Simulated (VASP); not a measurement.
# CoO in VASP: a series of runs, part 2 of 2

VASP 6.6.1.

### Step 4. Single point, PBE, collinear spin, ferromagnetic start (atoms moved at random)

Input file INCAR:

```
ALGO = Normal
EDIFF = 1E-6
ENCUT = 520
GGA = PE
ISIF = 2
ISMEAR = -1
ISPIN = 2
LASPH = True
LCHARG = False
LMAXMIX = 4
LORBIT = 11
LREAL = False
LWAVE = False
MAGMOM = 2 0
NBANDS = 18
NELM = 150
PREC = Accurate
SIGMA = 0.05
```

Input file KPOINTS:

```
k-points
0
Gamma
  10 10 10
```

Input file POSCAR:

```
CoO
1.0
    2.5705263100      0.0000000000      0.0000000000
    0.0000000000      2.5705263100      0.0000000000
    0.0000000000      0.0000000000      2.5705263100
Co O
1 1
Direct
    0.0128040000      0.0027270000     -0.0036410000
    0.4838740000      0.5022530000      0.5003610000
```

The run is started by

```bash
> cat potpaw_PBE.64/Co/POTCAR potpaw_PBE.64/O/POTCAR > POTCAR
> mpirun -np 1 vasp_std > vasp.out
```

It used 320 s of CPU time on 1 thread of AMD EPYC 7R13 Processor (Zen 3) (shared host).

Results (log left out):

| Quantity | Value |
| --- | --- |
| Free energy | -12.3762 eV |
| Pressure | 11.6 GPa |
| Largest force | 0.025 eV/Å |
| Band gap on the k mesh | zero (filled and empty bands overlap) |
| Net moment | 3.00 μB per cell |
| Site moments | Co +2.49; O +0.45 μB |
| Valence electrons inside the program's atomic spheres | Co 7.90; O 4.96 |

Forces on the atoms (eV/Å):
```
Co  -0.024 -0.001  0.004
O    0.024  0.001 -0.004
```

Stress tensor (GPa, compression positive):
```
11.54  0.02 -0.13
 0.02 11.63  0.00
-0.13  0.00 11.63
```

Levels at points of the mesh, in eV from the Fermi level:
Spin up:
| k point | band 5 | band 6 | band 7 | band 8 | band 9 | band 10 | band 11 | band 12 | band 13 | band 14 |
| --- | --- | --- | --- | --- | --- | --- | --- | --- | --- | --- |
| (0.00, 0.00, 0.00) | -3.06 | -2.87 | -2.53 | -2.43 | -2.43 | 1.06 | 15.69 | 15.79 | 20.75 | 20.75 |
| (0.50, 0.00, 0.00) | -4.11 | -2.45 | -1.58 | -0.28 | -0.28 | 6.52 | 8.53 | 16.59 | 18.18 | 18.18 |
| (0.00, 0.50, 0.00) | -4.11 | -2.43 | -1.59 | -0.32 | -0.26 | 6.54 | 8.50 | 16.62 | 18.17 | 18.26 |
| (0.00, 0.00, 0.50) | -4.11 | -2.43 | -1.59 | -0.32 | -0.26 | 6.54 | 8.50 | 16.62 | 18.17 | 18.26 |
| (0.50, 0.50, 0.00) | -3.25 | -3.15 | -3.13 | -1.92 | -1.55 | 5.96 | 11.63 | 11.68 | 17.25 | 25.09 |
| (0.00, 0.50, 0.50) | -3.23 | -3.12 | -3.12 | -1.93 | -1.55 | 6.00 | 11.63 | 11.64 | 17.22 | 24.93 |
| (0.50, 0.00, 0.50) | -3.25 | -3.15 | -3.13 | -1.92 | -1.55 | 5.96 | 11.63 | 11.68 | 17.25 | 25.10 |
| (0.50, 0.50, 0.50) | -1.51 | -1.51 | -0.27 | -0.27 | -0.25 | 6.93 | 6.96 | 6.96 | 15.50 | 22.43 |
Spin down:
| k point | band 3 | band 4 | band 5 | band 6 | band 7 | band 8 | band 9 | band 10 |
| --- | --- | --- | --- | --- | --- | --- | --- | --- |
| (0.00, 0.00, 0.00) | -2.75 | -2.19 | -2.18 | -1.92 | 0.51 | 0.52 | 0.52 | 1.76 |
| (0.50, 0.00, 0.00) | -3.16 | -3.16 | -2.28 | 0.52 | 0.61 | 1.89 | 1.89 | 6.99 |
| (0.00, 0.50, 0.00) | -3.18 | -3.13 | -2.27 | 0.50 | 0.60 | 1.84 | 1.92 | 7.02 |
| (0.00, 0.00, 0.50) | -3.18 | -3.13 | -2.27 | 0.50 | 0.60 | 1.84 | 1.92 | 7.02 |
| (0.50, 0.50, 0.00) | -6.02 | -2.29 | -1.28 | -0.43 | -0.28 | -0.13 | 0.72 | 7.02 |
| (0.00, 0.50, 0.50) | -6.04 | -2.30 | -1.26 | -0.29 | -0.27 | -0.25 | 0.71 | 7.07 |
| (0.50, 0.00, 0.50) | -6.02 | -2.29 | -1.28 | -0.43 | -0.28 | -0.12 | 0.72 | 7.02 |
| (0.50, 0.50, 0.50) | -6.55 | -6.53 | 0.75 | 0.77 | 2.18 | 2.18 | 2.23 | 7.27 |

Caveat: the cell differs from its parent crystal (atoms moved at random); a cell with one magnetic atom can't hold antiferromagnetic order, which such compounds often take; semilocal functionals often make such compounds metallic where correlation or magnetic order opens a gap, which also shifts bond lengths.

### Step 5. Single point, PBE

This run uses another cell than the first one, of 8.49 Å³/atom, 1.064 times its volume.

Input file INCAR:

```
SYSTEM = CoO
PREC = Accurate
ENCUT = 520
EDIFF = 1E-6
ISMEAR = -1
SIGMA = 0.05
LREAL = .FALSE.
LASPH = .TRUE.
NELM = 100
ALGO = Normal
ISIF = 2
LWAVE = .FALSE.
LCHARG = .FALSE.
GGA = PE
NBANDS = 14
```

Input file KPOINTS:

```
Automatic mesh
0
G
  10 10 10
  0 0 0
```

Input file POSCAR:

```
CoO
1.0
    2.5705263100      0.0000000000      0.0000000000
    0.0000000000      2.5705263100      0.0000000000
    0.0000000000      0.0000000000      2.5705263100
Co O
1 1
Direct
    0.0000000000      0.0000000000      0.0000000000
    0.5000000000      0.5000000000      0.5000000000
```

The run is started by

```bash
> cat potpaw_PBE.64/Co/POTCAR potpaw_PBE.64/O/POTCAR > POTCAR
> mpirun -np 1 vasp_std > vasp.out
```

Run time: 18 s. Hardware: 1 thread of Intel Xeon 8259CL, shared host; peak memory 0.13 GiB.

Results (log left out):

```yaml
Free_energy: -11.8894 eV
Pressure: -4.0 GPa
```

Levels at points of the mesh, in eV from the Fermi level:
| k point | band 4 | band 5 | band 6 | band 7 | band 8 | band 9 | band 10 | band 11 |
| --- | --- | --- | --- | --- | --- | --- | --- | --- |
| (0.00, 0.00, 0.00) | -3.06 | -3.03 | -3.03 | -0.42 | -0.42 | -0.42 | 1.44 | 16.26 |
| (0.50, 0.00, 0.00) | -4.00 | -2.59 | -0.32 | -0.03 | 0.86 | 0.86 | 6.83 | 8.93 |
| (0.50, 0.50, 0.00) | -2.58 | -2.14 | -1.30 | -1.14 | -1.14 | 0.23 | 6.88 | 11.90 |
| (0.50, 0.50, 0.50) | -7.19 | 0.28 | 0.28 | 1.17 | 1.17 | 1.17 | 7.35 | 7.35 |

Caveat: an odd number of electrons without spin polarisation forces a metal; a magnetic or distorted state may lie lower; the run has no spin polarisation, though such a crystal can be magnetic; semilocal functionals often make such compounds metallic where correlation or magnetic order opens a gap, which also shifts bond lengths. Spin polarisation is off, so any magnetic state and its effect on volume and gap are missing.

### Step 6. Summary

```csv
spin,cell,gap on the mesh (eV),pressure (GPa),moment (μB)
"collinear, ferromagnetic start","a = 2.518 Å, 2 atoms",none,28.5,2.99
"collinear, ferromagnetic start","a = 2.553 Å, 2 atoms",none,16.2,3.00
"collinear, ferromagnetic start","a = 2.571 Å, 2 atoms",none,11.6,3.00
off,"a = 2.571 Å, 2 atoms",none,-4.0,-
```

Some of these runs hold the atoms at other places in the same cell, which the table doesn't show; runs alike in all that it shows share one row.

Alike in all rows: task single point; level PBE; potentials or basis VASP PAW PBE potentials, release 64 (Co, O); k mesh 10 × 10 × 10; cutoff (eV) 520; smearing fermi-dirac 0.05 eV.

Caveats: semilocal functionals often make such compounds metallic where correlation or magnetic order opens a gap, which also shifts bond lengths; a cell with one magnetic atom can't hold antiferromagnetic order, which such compounds often take (some runs); an odd number of electrons without spin polarisation forces a metal (some runs); a magnetic or distorted state may lie lower (some runs).

Total energies depend on the potentials used, so only differences within one code and one set of settings carry meaning.
